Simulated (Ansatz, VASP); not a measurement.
# Two plane-wave programs on AlN

File INCAR:

```
SYSTEM = AlN
  PREC = Accurate
  ENCUT = 520
  EDIFF = 1E-6
  ISMEAR = 0
  SIGMA = 0.05
  LREAL = .FALSE.
  LASPH = .TRUE.
  NELM = 100
  ALGO = Normal
  ISIF = 2
  LWAVE = .FALSE.
  LCHARG = .FALSE.
  GGA = PS
  NBANDS = 16
```

File KPOINTS:

```
Automatic mesh
0
G
  9 9 6
  0 0 0
```

Contents of POSCAR:

```
AlN
1.0
    3.4006000000      0.0000000000      0.0000000000
   -1.7003000000      2.9450059881      0.0000000000
    0.0000000000      0.0000000000      4.0584000000
Al N
2 2
Direct
    0.3333333333      0.6666666667      0.7500000000
    0.6666666667      0.3333333333      0.2500000000
    0.3333333333      0.6666666667      0.2500000000
    0.6666666667      0.3333333333      0.7500000000
```

Input for Ansatz:

```yaml
crystal:
  lattice:
    - [3.4006, 0.0, 0.0]
    - [-1.7003, 2.9450059881, 0.0]
    - [0.0, 0.0, 4.0584]
  atoms:
    - { symbol: Al, position: [0.3333333333, 0.6666666667, 0.75] }
    - { symbol: Al, position: [0.6666666667, 0.3333333333, 0.25] }
    - { symbol: "N", position: [0.3333333333, 0.6666666667, 0.25] }
    - { symbol: "N", position: [0.6666666667, 0.3333333333, 0.75] }
basis:
  ecutwfc: 520.0
kpoints:
  mp_grid: { grid: [9, 9, 6] }
hamiltonian:
  xc: pbesol
scf:
  occupations: { method: gaussian, width: 0.05 }
output:
  forces: true
  stress: true
  eigenvalues: true
```

Alike in both runs: task single point; functional PBEsol; k mesh 9 × 9 × 6; occupations gaussian, width 0.05 eV; no spin polarisation.

```csv
,VASP,Ansatz
version,VASP 6.6.1,Ansatz 0.2.0
potentials or method,"VASP PAW PBE potentials, release 64 (Al, N), cutoff 520 eV","scalar-relativistic, plane waves, PAW"
valence electrons in the cell,16,16
```

|  | VASP | Ansatz | Ansatz less VASP |
| --- | --- | --- | --- |
| gap on the k mesh at the Fermi level (eV) | 3.21 | 3.20 | -0.011 |
| least direct gap on the mesh (eV) | 3.21 | 3.20 | -0.011 |
| pressure (GPa) | -8.1 | -8.0 | +0.09 |
| traceless stress, the component that is largest in VASP (GPa) | 6.45 | 6.42 | -0.031 |

VASP's potentials were made for PBE, not for PBEsol. With one functional, cell and mesh, what is left measures potentials, basis and numerics.
